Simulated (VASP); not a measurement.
# Pd (I4_1/amd) in VASP: relaxation of cell and atoms with PBEsol

Aim: the relaxation of cell and atoms of Pd with PBEsol.

Program: VASP 6.6.1. These are calculated values, not measurements. Logs are shortened: lines on timing, memory, paths and dates and some standing lists are left out, and cuts for length are marked.

### 1 The cell of the first run

It takes space group I4_1/amd (No. 141, tetragonal). The conventional cell has a = 4.914 Å, b = 4.914 Å, c = 2.654 Å, α = 90.00°, β = 90.00°, γ = 90.00°. Within 3.4 Å of Pd (site symmetry -4m2) lie 10 Pd at 2.55 to 3.16 Å.

### 2 Relaxation of cell and atoms, PBEsol

Input file INCAR:

```
SYSTEM = Pd
ALGO = Fast ; EDIFF = 1E-6
EDIFFG = -0.01 ; ENCUT = 600
GGA = PS ; IBRION = 2
ISIF = 3 ; ISMEAR = 0
LASPH = .TRUE. ; LCHARG = .FALSE.
LREAL = .FALSE. ; LWAVE = .FALSE.
NELM = 80 ; NSW = 100
PREC = Accurate ; SIGMA = 0.1
```

Input file KPOINTS:

```
k-points
0
G
  24 24 24
  0 0 0
```

Input file POSCAR:

```
Pd
1.0
   -2.4572466370      2.4572466370      1.3269525447
    2.4572466370     -2.4572466370      1.3269525447
    2.4572466370      2.4572466370     -1.3269525447
Pd
2
Direct
    0.0000000000      0.0000000000      0.0000000000
    0.7500000000      0.2500000000      0.5000000000
```

Potentials or basis: VASP PAW PBE potentials, release 64 (Pd).

On the command line:

```console
cat potpaw_PBE.64/Pd/POTCAR > POTCAR
mpirun -np 1 vasp_std > vasp.out
```

OUTCAR:

```text
SYSTEM = Pd
   EDIFF = 1E-6
   EDIFFG = -0.01
   ENCUT = 600
   GGA = PS
   IBRION = 2
   ISIF = 3
   ISMEAR = 0
   LASPH = .TRUE.
   LREAL = .FALSE.
   NELM = 80
   NSW = 100
   PREC = Accurate

 ion  position               nearest neighbor table
   1  0.000  0.000  0.000-   2 2.55   2 2.55   2 2.55   2 2.55   2 3.16   2 3.16   2 3.16   2 3.16

   2  0.750  0.250  0.500-   1 2.55   1 2.55   1 2.55   1 2.55   1 3.16   1 3.16   1 3.16   1 3.16

  LATTYP: Found a body centered tetragonal cell.
 ALAT       =     4.9144932740
 C/A-ratio  =     0.5400160182

  Lattice vectors:

 A1 = (  -2.4572466370,   2.4572466370,   1.3269525447)
 A2 = (   2.4572466370,  -2.4572466370,   1.3269525447)
 A3 = (   2.4572466370,   2.4572466370,  -1.3269525447)

Analysis of symmetry for initial positions (statically):
=====================================================================
 Subroutine PRICEL returns:
 Original cell was already a primitive cell.

 Routine SETGRP: Setting up the symmetry group for a
 body centered tetragonal supercell.

 Subroutine GETGRP returns: Found 16 space group operations
 (whereof  8 operations were pure point group operations)
 out of a pool of 16 trial point group operations.

The static configuration has the point symmetry D_2d.
 The point group associated with its full space group is D_4h.

Analysis of symmetry for dynamics (positions and initial velocities):
=====================================================================
 Subroutine PRICEL returns:
 Original cell was already a primitive cell.

 Routine SETGRP: Setting up the symmetry group for a
 body centered tetragonal supercell.

 Subroutine GETGRP returns: Found 16 space group operations
 (whereof  8 operations were pure point group operations)
 out of a pool of 16 trial point group operations.

The dynamic configuration has the point symmetry D_2d.
 The point group associated with its full space group is D_4h.

 Subroutine INISYM returns: Found 16 space group operations
 (whereof  8 operations are pure point group operations),
 and found     1 'primitive' translations

----------------------------------------------------------------------------------------

                                     Primitive cell

  volume of cell :      32.0489

  direct lattice vectors                    reciprocal lattice vectors
    -2.457246637  2.457246637  1.326952545     0.000000000  0.203479778  0.376803226
     2.457246637 -2.457246637  1.326952545     0.203479778  0.000000000  0.376803226
     2.457246637  2.457246637 -1.326952545     0.203479778  0.203479778  0.000000000

  length of vectors
     3.719801759  3.719801759  3.719801759     0.428234388  0.428234388  0.287763862

  position of ions in fractional coordinates (direct lattice)
     0.000000000  0.000000000  0.000000000
     0.750000000  0.250000000  0.500000000

  ion indices of the primitive-cell ions
   primitive index   ion index
                 1           1
                 2           2

----------------------------------------------------------------------------------------

 KPOINTS: k-points

Automatic generation of k-mesh.
 Grid dimensions read from file:
 generate k-points for:   24   24   24

 Generating k-lattice:

  Cartesian coordinates                     Fractional coordinates (reciprocal lattice)
     0.000000000  0.008478324  0.015700134     0.041666667 -0.000000000  0.000000000
     0.008478324  0.000000000  0.015700134    -0.000000000  0.041666667  0.000000000
     0.008478324  0.008478324  0.000000000     0.000000000  0.000000000  0.041666667

  Length of vectors
     0.017843100  0.017843100  0.011990161

  Shift w.r.t. Gamma in fractional coordinates (k-lattice)
     0.000000000  0.000000000  0.000000000

 Subroutine IBZKPT returns following result:
 ===========================================

 Found   1063 irreducible k-points:

 Following reciprocal coordinates:
            Coordinates               Weight
  0.000000  0.000000  0.000000      1.000000
  0.041667  0.000000 -0.000000      8.000000
  0.083333  0.000000 -0.000000      8.000000
  0.125000  0.000000 -0.000000      8.000000
  0.166667 -0.000000  0.000000      8.000000
  0.208333  0.000000 -0.000000      8.000000
[... 16 lines left out ...]
  0.416667  0.041667 -0.000000     16.000000
  0.458333  0.041667 -0.000000     16.000000
 [... further k-points ...]
   k-points           NKPTS =   1063   k-points in BZ     NKDIM =   1063   number of bands    NBANDS=     14
   number of dos      NEDOS =    301   number of ions     NIONS =      2
   total plane-waves  NPLWV =  27000
   dimension x,y,z NGX =    30 NGY =   30 NGZ =   30
   dimension x,y,z NGXF=    60 NGYF=   60 NGZF=   60
   ions per type =               2
   NGX,Y,Z   is equivalent  to a cutoff of  13.41, 13.41, 13.41 a.u.
   NGXF,Y,Z  is equivalent  to a cutoff of  26.82, 26.82, 26.82 a.u.
 SYSTEM =  Pd
   PREC   = accura    normal or accurate (medium, high low for compatibility)
   ISTART =      0    job   : 0-new  1-cont  2-samecut
   ICHARG =      2    charge: 1-file 2-atom 10-const
   ISPIN  =      1    spin polarized calculation?
   LNONCOLLINEAR =      F non collinear calculations
   LSORBIT =      F    spin-orbit coupling
   LASPH  =      T    aspherical Exc in radial PAW
   ENCUT  =  600.0 eV  44.10 Ry    6.64 a.u.   7.43  7.43  7.43*2*pi/ulx,y,z
   NELM   =     80;   NELMIN=  2; NELMDL= -5     # of ELM steps
   EDIFF  = 0.1E-05   stopping-criterion for ELM
   LREAL  =      F    real-space projection
   EDIFFG = -.1E-01   stopping-criterion for IOM
   NSW    =    100    number of steps for IOM
   IBRION =      2    ionic relax: 0-MD 1-quasi-New 2-CG
   NFREE  =      1    steps in history (QN), initial steepest desc. (CG)
   ISIF   =      3    stress and relaxation
   ISYM   =      2    0-nonsym 1-usesym 2-fastsym
   POTIM  = 0.5000    time-step for ionic-motion
   TEBEG  =    0.0;   TEEND  =   0.0 temperature during run
   PSTRESS=    0.0 pullay stress
   NELECT =      20.0000    total number of electrons
   NUPDOWN=      -1.0000    fix difference up-down
   EMIN   =  10.00;   EMAX   =-10.00  energy-range for DOS
   EFERMI =   0.00;   METHOD = LEGACY
   ISMEAR =     0;   SIGMA  =   0.10  broadening in eV -4-tet -1-fermi 0-gaus
   EFERMI_NEDOS =   21; number of points for ismear=-14 and -15
   IALGO  =     68    algorithm
   IMIX   =      4    mixing-type and parameters
     AMIX     =   0.40;   BMIX     =  1.00
     AMIX_MAG =   1.60;   BMIX_MAG =  1.00
  volume/ion in A,a.u.               =      16.02       108.14
  Fermi-wavevector in a.u.,A,eV,Ry     =   1.398988  2.643703 26.628865  1.957166
  Thomas-Fermi vector in A             =   2.522091
   LORBIT       =      0    0 simple, 1 ext, 2 COOP (PROOUT), +10 PAW based schemes
   GGA     = PS    functional components
   LHFCALC =     F    Hartree Fock is set to
   AEXX    =    0.0000 exact exchange contribution
   IVDW    =     0    specifies the selected vdW correction
   LEPSILON=     F    determine dielectric tensor
   LRPA    =     F    only Hartree local field effects (RPA)
 conjugate gradient relaxation of ions
 non-spin polarized calculation
 RMM-DIIS sequential band-by-band and
 Gauss-broadening in eV      SIGMA  =   0.10
  energy-cutoff  :      600.00
  volume of cell :       32.05
 maximum number of plane-waves:      1109
 NGX is ok and might be reduce to    30
   NGX = 15   NGY = 15   NGZ = 15

--------------------------------------- Ionic step        1  -------------------------------------------

 number of electron      20.0000004 magnetization

 Free energy of the ion-electron system (eV)
  ---------------------------------------------------
  ext. energy  EPLUGINS =         0.00000000
  ---------------------------------------------------
  free energy    TOTEN  =       -11.12939742 eV

  energy without entropy =      -11.11739040  energy(sigma->0) =      -11.12339391

------------------------ aborting loop because EDIFF is reached ----------------------------------------

  FORCE on cell =-STRESS in cart. coord.  units (eV):
  Direction    XX          YY          ZZ          XY          YZ          ZX
  --------------------------------------------------------------------------------------
  -------------------------------------------------------------------------------------
  Total       -0.0463309     -0.0463309     -0.3194758     -0.0000000     -0.0000000      0.0000000
  in kB       -2.3161575     -2.3161575    -15.9711319     -0.0000000     -0.0000000      0.0000000
  external PRESSURE =      -6.8678156 kB  Pullay stress =       0.0000000 kB
[... 129 lines left out ...]
  energy  without entropy=      -11.1183701322  energy(sigma->0) =      -11.12427878

--------------------------------------- Ionic step        5  -------------------------------------------

 number of electron      20.0000004 magnetization

 Free energy of the ion-electron system (eV)
  ---------------------------------------------------
  ext. energy  EPLUGINS =         0.00000000
  ---------------------------------------------------
  free energy    TOTEN  =       -11.13020219 eV

  energy without entropy =      -11.11838086  energy(sigma->0) =      -11.12429153

 E-fermi :   8.5848     XC(G=0): -12.8250

 val. band max:        8.5847824508   @ k =  -0.0417  -0.4583   0.0417
 cond. band min:       8.5869280410   @ k =   0.0833   0.0417  -0.0000
 fundamental gap:      0.0021455902
 Fermi energy:         8.5848115643

 k-point     1 :       0.0000    0.0000    0.0000
  band No.  band energies     occupation
      1       1.8008      2.00000
      2       3.3497      2.00000
      3       3.8921      2.00000
      4       4.4365      2.00000
      5       4.7702      2.00000
      6       7.3792      2.00000
      7       7.3792      2.00000
      8       7.4275      2.00000
      9       7.4275      2.00000
     10       8.6502      0.35484
     11       9.4689      0.00000
     12      14.7821      0.00000
     13      14.7821      0.00000
     14      22.1676      0.00000
[... 375 lines left out ...]
 k-point    24 :       0.4583    0.0417   -0.0000
  band No.  band energies     occupation
      1       3.7965      2.00000
      2       3.8484      2.00000
      3       4.6397      2.00000
      4       4.8594      2.00000
      5       6.1653      2.00000
      6       6.2908      2.00000
      7       7.4778      2.00000
      8       7.6301      2.00000
      9       8.3566      1.99875
     10       8.4751      1.87907
     11      11.0200      0.00000
     12      14.2784      0.00000
     13      16.3631      0.00000
     14      17.1055      0.00000

 [... further k-points ...]
[... 5 lines left out ...]
  --------------------------------------------------------------------------------------
  -------------------------------------------------------------------------------------
  Total       -0.0024668     -0.0024668      0.0001483      0.0000000      0.0000000      0.0000000
  in kB       -0.1238677     -0.1238677      0.0074451      0.0000000      0.0000000      0.0000000
  external PRESSURE =      -0.0800968 kB  Pullay stress =       0.0000000 kB
[... 17 lines left out ...]
  FREE ENERGIE OF THE ION-ELECTRON SYSTEM (eV)
  ---------------------------------------------------
  free  energy   TOTEN  =       -11.1302021919 eV

  energy  without entropy=      -11.1183808645  energy(sigma->0) =      -11.12429153

 reached required accuracy - stopping structural energy minimisation
```

It took 24 min on 1 thread of Oxide Virtual Turin-like, shared host; peak memory 0.59 GiB.

What came out:

```yaml
Free_energy: -11.1302 eV
Relaxed_volume: 15.95 Å³/atom
Relaxed_cell: a = 3.718 Å, b = 3.718 Å, c = 3.718 Å, α = 97.24°, β = 97.24°, γ = 138.40°
Space_group_after_relaxing_to_0.1_Å: I4_1/amd (No. 141)
Energy_gained_by_relaxing: 0.4 meV/atom
Ionic_steps: 5
Pressure_after_relaxing: 0.0 GPa
Band_gap_on_the_k_mesh: zero (bands 10 and 11 overlap by 1.14 eV)
```

Step by step:
```csv
step,energy change (eV),largest force (eV/Å),pressure (GPa),volume (Å³)
1,0.0000,0.0000,-0.69,32.05
2,-0.0003,0.0000,0.97,31.73
3,-0.0007,0.0000,0.18,31.87
4,-0.0008,0.0000,-0.03,31.92
5,-0.0008,0.0000,-0.01,31.91
```

Final structure:
```xyz
2
Lattice="-2.4579 2.4579 1.3203 2.4579 -2.4579 1.3203 2.4579 2.4579 -1.3203" Properties=species:S:1:pos:R:3 pbc="T T T"
Pd    0.0000    0.0000    0.0000
Pd    0.0000    2.4579    0.6602
```

Levels at points of the mesh, in eV from the Fermi level:
```
           k point  band 8  band 9  band 10  band 11  band 12  band 13
(0.00, 0.00, 0.00)   -1.16   -1.16     0.07     0.88     6.20     6.20
(0.50, 0.00, 0.00)   -0.97   -0.31    -0.15     2.43     5.67     7.81
(0.50, 0.50, 0.00)   -1.39   -0.60    -0.60    -0.22    -0.22    12.34
(0.50, 0.50, 0.50)   -1.04   -0.97    -0.97     0.25     0.25     5.60
```

Caveat: the PAW data sets were made with another functional, which shifts forces and pressure a little.
